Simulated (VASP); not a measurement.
# Te (Pm-3n) in VASP: notebook

Te is run at these levels: BLYP; tasks: single point, relaxation of cell and atoms.

Program: VASP 6.6.1. These are calculated values, not measurements. Logs are shortened: lines on timing, memory, paths and dates and some standing lists are left out, and cuts for length are marked.

### Step 1. The cell of the first run

The structure is cubic, space group Pm-3n (No. 223). The conventional cell has a = 6.418 Å, b = 6.418 Å, c = 6.418 Å, α = 90.00°, β = 90.00°, γ = 90.00°. Within 4.7 Å of Te (site symmetry m-3) lie 12 Te at 3.59 Å. Within 4.2 Å of Te (site symmetry -4m2) lie 14 Te at 3.21 to 3.93 Å.

### Step 2. Single point, BLYP

Input file INCAR:

```
SYSTEM = Te
PREC = Accurate
ENCUT = 520
EDIFF = 1E-6
ISMEAR = -1
SIGMA = 0.1
LREAL = .FALSE.
LASPH = .TRUE.
NELM = 60
ALGO = Normal
ISIF = 2
LWAVE = .FALSE.
LCHARG = .FALSE.
GGA = B5
ALDAX = 1.0
AGGAX = 1.0
AGGAC = 1.0
ALDAC = 0.0
NBANDS = 34
```

Input file KPOINTS:

```
Automatic mesh
0
G
  4 4 4
  0 0 0
```

Input file POSCAR:

```
Te
1.0
    6.4182827161      0.0000000000      0.0000000000
    0.0000000000      6.4182827161      0.0000000000
    0.0000000000      0.0000000000      6.4182827161
Te
8
Direct
    1.0000000000      0.0000000000      1.0000000000
    0.5000000000      0.5000000000      0.5000000000
    0.2500000000      1.0000000000      0.5000000000
    0.7500000000      0.0000000000      0.5000000000
    0.5000000000      0.2500000000      0.0000000000
    0.5000000000      0.7500000000      0.0000000000
    0.0000000000      0.5000000000      0.2500000000
    0.0000000000      0.5000000000      0.7500000000
```

Potentials or basis: VASP PAW PBE potentials, release 64 (Te).

Command:

```bash
cat potpaw_PBE.64/Te/POTCAR > POTCAR
mpirun -np 1 vasp_std > vasp.out
```

OUTCAR:

```text
SYSTEM = Te
   PREC = Accurate
   ENCUT = 520
   EDIFF = 1E-6
   ISMEAR = -1
   LREAL = .FALSE.
   LASPH = .TRUE.
   NELM = 60
   ISIF = 2
   GGA = B5

 ion  position               nearest neighbor table
   1  0.000  0.000  0.000-   3 3.59   4 3.59   5 3.59   6 3.59   7 3.59   8 3.59   3 3.59   4 3.59
                             7 3.59   8 3.59   5 3.59   6 3.59
   2  0.500  0.500  0.500-   3 3.59   4 3.59   5 3.59   6 3.59   7 3.59   8 3.59   5 3.59   6 3.59
                             3 3.59   4 3.59   7 3.59   8 3.59
   3  0.250  0.000  0.500-   4 3.21   4 3.21   1 3.59   1 3.59   2 3.59   2 3.59
   4  0.750  0.000  0.500-   3 3.21   3 3.21   1 3.59   1 3.59   2 3.59   2 3.59
   5  0.500  0.250  0.000-   6 3.21   6 3.21   1 3.59   2 3.59   2 3.59   1 3.59
   6  0.500  0.750  0.000-   5 3.21   5 3.21   1 3.59   2 3.59   2 3.59   1 3.59
   7  0.000  0.500  0.250-   8 3.21   8 3.21   1 3.59   2 3.59   1 3.59   2 3.59
   8  0.000  0.500  0.750-   7 3.21   7 3.21   1 3.59   2 3.59   1 3.59   2 3.59

  LATTYP: Found a simple cubic cell.
 ALAT       =     6.4182827161

  Lattice vectors:

 A1 = (   6.4182827161,   0.0000000000,   0.0000000000)
 A2 = (   0.0000000000,   6.4182827161,   0.0000000000)
 A3 = (   0.0000000000,   0.0000000000,   6.4182827161)

Analysis of symmetry for initial positions (statically):
=====================================================================
 Subroutine PRICEL returns:
 Original cell was already a primitive cell.

 Routine SETGRP: Setting up the symmetry group for a
 simple cubic supercell.

 Subroutine GETGRP returns: Found 48 space group operations
 (whereof 24 operations were pure point group operations)
 out of a pool of 48 trial point group operations.

The static configuration has the point symmetry T_h .
 The point group associated with its full space group is O_h .

Analysis of symmetry for dynamics (positions and initial velocities):
=====================================================================
 Subroutine PRICEL returns:
 Original cell was already a primitive cell.

 Routine SETGRP: Setting up the symmetry group for a
 simple cubic supercell.

 Subroutine GETGRP returns: Found 48 space group operations
 (whereof 24 operations were pure point group operations)
 out of a pool of 48 trial point group operations.

The dynamic configuration has the point symmetry T_h .
 The point group associated with its full space group is O_h .

 Subroutine INISYM returns: Found 48 space group operations
 (whereof 24 operations are pure point group operations),
 and found     1 'primitive' translations

----------------------------------------------------------------------------------------

                                     Primitive cell

  volume of cell :     264.3970

  direct lattice vectors                    reciprocal lattice vectors
     6.418282716  0.000000000  0.000000000     0.155804916  0.000000000  0.000000000
     0.000000000  6.418282716  0.000000000     0.000000000  0.155804916  0.000000000
     0.000000000  0.000000000  6.418282716     0.000000000  0.000000000  0.155804916

  length of vectors
     6.418282716  6.418282716  6.418282716     0.155804916  0.155804916  0.155804916

  position of ions in fractional coordinates (direct lattice)
     0.000000000  0.000000000  0.000000000
     0.500000000  0.500000000  0.500000000
     0.250000000  0.000000000  0.500000000
     0.750000000  0.000000000  0.500000000
     0.500000000  0.250000000  0.000000000
     0.500000000  0.750000000  0.000000000
     0.000000000  0.500000000  0.250000000
     0.000000000  0.500000000  0.750000000

  ion indices of the primitive-cell ions
   primitive index   ion index
                 1           1
                 2           2
                 3           3
                 4           4
                 5           5
                 6           6
                 7           7
                 8           8

----------------------------------------------------------------------------------------

 KPOINTS: Automatic mesh

Automatic generation of k-mesh.
 Grid dimensions read from file:
 generate k-points for:    4    4    4

 Generating k-lattice:

  Cartesian coordinates                     Fractional coordinates (reciprocal lattice)
     0.038951229  0.000000000  0.000000000     0.250000000  0.000000000  0.000000000
     0.000000000  0.038951229  0.000000000     0.000000000  0.250000000  0.000000000
     0.000000000  0.000000000  0.038951229     0.000000000  0.000000000  0.250000000

  Length of vectors
     0.038951229  0.038951229  0.038951229

  Shift w.r.t. Gamma in fractional coordinates (k-lattice)
     0.000000000  0.000000000  0.000000000

 Subroutine IBZKPT returns following result:
 ===========================================

 Found     10 irreducible k-points:

 Following reciprocal coordinates:
            Coordinates               Weight
  0.000000  0.000000  0.000000      1.000000
  0.250000  0.000000  0.000000      6.000000
  0.500000  0.000000  0.000000      3.000000
  0.250000  0.250000  0.000000     12.000000
  0.500000  0.250000  0.000000     12.000000
  0.500000  0.500000  0.000000      3.000000
  0.250000  0.250000  0.250000      8.000000
  0.500000  0.250000  0.250000     12.000000
  0.500000  0.500000  0.250000      6.000000
  0.500000  0.500000  0.500000      1.000000
   k-points           NKPTS =     10   k-points in BZ     NKDIM =     10   number of bands    NBANDS=     34
   number of dos      NEDOS =    301   number of ions     NIONS =      8
   total plane-waves  NPLWV = 110592
   dimension x,y,z NGX =    48 NGY =   48 NGZ =   48
   dimension x,y,z NGXF=    96 NGYF=   96 NGZF=   96
   ions per type =               8
   NGX,Y,Z   is equivalent  to a cutoff of  12.43, 12.43, 12.43 a.u.
   NGXF,Y,Z  is equivalent  to a cutoff of  24.87, 24.87, 24.87 a.u.
 SYSTEM =  Te
   PREC   = accura    normal or accurate (medium, high low for compatibility)
   ISTART =      0    job   : 0-new  1-cont  2-samecut
   ICHARG =      2    charge: 1-file 2-atom 10-const
   ISPIN  =      1    spin polarized calculation?
   LNONCOLLINEAR =      F non collinear calculations
   LSORBIT =      F    spin-orbit coupling
   LASPH  =      T    aspherical Exc in radial PAW
   ENCUT  =  520.0 eV  38.22 Ry    6.18 a.u.  11.93 11.93 11.93*2*pi/ulx,y,z
   NELM   =     60;   NELMIN=  2; NELMDL= -5     # of ELM steps
   EDIFF  = 0.1E-05   stopping-criterion for ELM
   LREAL  =      F    real-space projection
   EDIFFG = 0.1E-04   stopping-criterion for IOM
   NSW    =      0    number of steps for IOM
   IBRION =     -1    ionic relax: 0-MD 1-quasi-New 2-CG
   NFREE  =      0    steps in history (QN), initial steepest desc. (CG)
   ISIF   =      2    stress and relaxation
   ISYM   =      2    0-nonsym 1-usesym 2-fastsym
   POTIM  = 0.5000    time-step for ionic-motion
   TEBEG  =    0.0;   TEEND  =   0.0 temperature during run
   PSTRESS=    0.0 pullay stress
   NELECT =      48.0000    total number of electrons
   NUPDOWN=      -1.0000    fix difference up-down
   EMIN   =  10.00;   EMAX   =-10.00  energy-range for DOS
   EFERMI =   0.00;   METHOD = LEGACY
   ISMEAR =    -1;   SIGMA  =   0.10  broadening in eV -4-tet -1-fermi 0-gaus
   EFERMI_NEDOS =   21; number of points for ismear=-14 and -15
   IALGO  =     38    algorithm
   IMIX   =      4    mixing-type and parameters
     AMIX     =   0.40;   BMIX     =  1.00
     AMIX_MAG =   1.60;   BMIX_MAG =  1.00
  volume/ion in A,a.u.               =      33.05       223.03
  Fermi-wavevector in a.u.,A,eV,Ry     =   0.926979  1.751736 11.691342  0.859289
  Thomas-Fermi vector in A             =   2.052999
   LORBIT       =      0    0 simple, 1 ext, 2 COOP (PROOUT), +10 PAW based schemes
   GGA     = B5    functional components
   LHFCALC =     F    Hartree Fock is set to
   AEXX    =    0.0000 exact exchange contribution
   IVDW    =     0    specifies the selected vdW correction
   LEPSILON=     F    determine dielectric tensor
   LRPA    =     F    only Hartree local field effects (RPA)
 non-spin polarized calculation
  energy-cutoff  :      520.00
  volume of cell :      264.40
 maximum number of plane-waves:      7160
 NGX is ok and might be reduce to    48
   NGX = 23   NGY = 23   NGZ = 23

 number of electron      48.0000010 magnetization

 Free energy of the ion-electron system (eV)
  ---------------------------------------------------
  ext. energy  EPLUGINS =         0.00000000
  ---------------------------------------------------
  free energy    TOTEN  =       -15.66176553 eV

  energy without entropy =      -15.26975926  energy(sigma->0) =      -15.46576239

 E-fermi :   6.2419     XC(G=0):  -8.7644

 val. band max:        6.2044088726   @ k =   0.2500   0.2500   0.2500
 cond. band min:       6.2664523265   @ k =   0.2500   0.2500   0.0000
 fundamental gap:      0.0620434538
 Fermi energy:         6.2418666240

 k-point     1 :       0.0000    0.0000    0.0000
  band No.  band energies     occupation
      1      -6.5114      2.00000
      2      -4.7969      2.00000
      3      -4.7969      2.00000
      4      -4.6948      2.00000
      5      -3.6618      2.00000
      6      -3.4773      2.00000
[... 26 lines left out ...]
     33      12.1735      0.00000
     34      12.9694      0.00000

 k-point     2 :       0.2500    0.0000    0.0000
  band No.  band energies     occupation
      1      -6.3331      2.00000
      2      -5.1539      2.00000
      3      -4.6658      2.00000
      4      -4.6292      2.00000
      5      -3.7967      2.00000
      6      -3.6274      2.00000
[... 26 lines left out ...]
     33      11.9096      0.00000
     34      12.7242      0.00000
[... 257 lines left out ...]
     33      12.1360      0.00000
     34      12.3661      0.00000

 k-point    10 :       0.5000    0.5000    0.5000
  band No.  band energies     occupation
      1      -4.7750      2.00000
      2      -4.7750      2.00000
      3      -4.5543      2.00000
      4      -4.5543      2.00000
      5      -4.5543      2.00000
      6      -4.5543      2.00000
[... 26 lines left out ...]
     33      13.4032      0.00000
     34      13.4032      0.00000

------------------------ aborting loop because EDIFF is reached ----------------------------------------

  FORCE on cell =-STRESS in cart. coord.  units (eV):
  Direction    XX          YY          ZZ          XY          YZ          ZX
  --------------------------------------------------------------------------------------
  -------------------------------------------------------------------------------------
  Total        0.1390326      0.1390326      0.1390326     -0.0000000      0.0000000      0.0000000
  in kB        0.8425014      0.8425014      0.8425014     -0.0000000      0.0000000      0.0000000
  external PRESSURE =       0.8425014 kB  Pullay stress =       0.0000000 kB

 VOLUME and BASIS-vectors are now :
 -----------------------------------------------------------------------------
  energy-cutoff  :      520.00
  volume of cell :      264.40
      direct lattice vectors                 reciprocal lattice vectors
     6.418282716  0.000000000  0.000000000     0.155804916  0.000000000  0.000000000
     0.000000000  6.418282716  0.000000000     0.000000000  0.155804916  0.000000000
     0.000000000  0.000000000  6.418282716     0.000000000  0.000000000  0.155804916

 POSITION                                       TOTAL-FORCE (eV/Angst)
 -----------------------------------------------------------------------------------
      0.00000      0.00000      0.00000        -0.000000     -0.000000      0.000000
      3.20914      3.20914      3.20914        -0.000000     -0.000000      0.000000
      1.60457      0.00000      3.20914         0.000000     -0.000000     -0.000000
      4.81371      0.00000      3.20914        -0.000000      0.000000      0.000000
      3.20914      1.60457      0.00000         0.000000     -0.000000     -0.000000
      3.20914      4.81371      0.00000         0.000000     -0.000000      0.000000
      0.00000      3.20914      1.60457        -0.000000      0.000000      0.000000
      0.00000      3.20914      4.81371        -0.000000     -0.000000      0.000000
 -----------------------------------------------------------------------------------
    total drift:                               -0.000000     -0.000000      0.000000

  FREE ENERGIE OF THE ION-ELECTRON SYSTEM (eV)
  ---------------------------------------------------
  free  energy   TOTEN  =       -15.6617655292 eV

  energy  without entropy=      -15.2697592603  energy(sigma->0) =      -15.46576239
```

It took 2.8 min on 1 thread of Oxide Virtual Turin-like, shared host; peak memory 0.3 GiB.

What came out:

```yaml
Free_energy: -15.6618 eV
Pressure: 0.1 GPa
Band_gap_on_the_k_mesh: zero (bands 24 and 25 overlap by 0.73 eV)
```

Caveat: the PAW data sets were made with another functional, which shifts forces and pressure a little; spin-orbit coupling is left out, which moves the levels of the heavy elements.

### Step 3. Single point, BLYP

Input file INCAR:

```
SYSTEM = Te
PREC = Accurate
ENCUT = 520
EDIFF = 1E-7
ISMEAR = -1
SIGMA = 0.1
LREAL = .False.
LASPH = .True.
NELM = 80
ALGO = Normal
ISIF = 2
LWAVE = .False.
LCHARG = .False.
GGA = B5
ALDAX = 1.0
AGGAX = 1.0
AGGAC = 1.0
ALDAC = 0.0
NBANDS = 34
```

Input file KPOINTS:

```
Automatic mesh
0
Gamma
  5 5 5
  0 0 0
```

POSCAR is that of step 2.

Potentials or basis: VASP PAW PBE potentials, release 64 (Te).

Command:

```bash
cat potpaw_PBE.64/Te/POTCAR > POTCAR
mpirun -np 1 vasp_std > vasp.out
```

Run time: 3.5 min. Hardware: 1 thread of Oxide Virtual Turin-like, shared host; peak memory 0.3 GiB.

It converged, with:

```
Free energy            : -15.5838 eV
Pressure               : 0.0 GPa
Band gap on the k mesh : zero (bands 24 and 25 overlap by 0.38 eV)
```

Levels at points of the mesh, in eV from the Fermi level:
| k point | band 21 | band 22 | band 23 | band 24 | band 25 | band 26 |
| --- | --- | --- | --- | --- | --- | --- |
| (0.00, 0.00, 0.00) | -0.15 | -0.15 | -0.15 | 0.18 | 0.18 | 0.18 |

Caveat: the PAW data sets were made with another functional, which shifts forces and pressure a little; spin-orbit coupling is left out, which moves the levels of the heavy elements.

[end of part 1 of 2]

The gap in the log of VASP goes by the Fermi energy; the results here count the filled bands.